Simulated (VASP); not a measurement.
Wanted: the native input for a VASP 6.6.1 run.

```
Task                   : single point
Functional             : PBEsol
Potentials or basis    : VASP PAW PBE potentials, release 64 (Mo_sv)
Cutoff                 : 520 eV
k mesh                 : 15 × 15 × 8
Occupations            : fermi-dirac, width 0.1 eV
Spin                   : no spin polarisation
Dipole correction      : no
Further INCAR settings : ALGO = Normal; EDIFF = 1e-07; NBANDS = 21
```

The structure of Mo lies in POSCAR:

```
Mo
1.0
   -1.9467937010      1.9465527770      1.3465718667
    1.9465527770     -1.9467937010      1.3465718667
    3.2114238125      3.2114238125     -1.3470131194
Mo
2
Direct
    0.9999516566      0.0000483434      0.0000000000
    0.7500483434      0.2499516566      0.5000000000
```

This cell differs from its parent crystal: volume scaled by 1.08.

One way to write it, as run:

INCAR

```
SYSTEM = Mo
PREC = Accurate
ENCUT = 520
EDIFF = 1E-7
ISMEAR = -1
SIGMA = 0.1
LREAL = .False.
LASPH = .True.
NELM = 80
ALGO = Normal
ISIF = 2
LWAVE = .False.
LCHARG = .True.
GGA = PS
LELF = .True.
LVHAR = .True.
NBANDS = 21
```

KPOINTS

```
regular mesh
0
Gamma
  15 15 8
  0 0 0
```

Potentials or basis: VASP PAW PBE potentials, release 64 (Mo_sv).

The run is started by

```sh
$ cat potpaw_PBE.64/Mo_sv/POTCAR > POTCAR
$ mpirun -np 1 vasp_std > vasp.out
```

Results of the run:

```json
{
 "Pressure": "-16.9 GPa",
 "Band gap on the k mesh": "zero (band 14 reaches 12.09 eV, above the bottom of band 15 at 10.71 eV)"
}
```

Caveat: the PAW data sets were made with another functional, which shifts forces and pressure a little.

Run time: 6 min on 1 thread of Intel Xeon 8259CL, with other jobs on the host, peak memory 0.37 GiB.
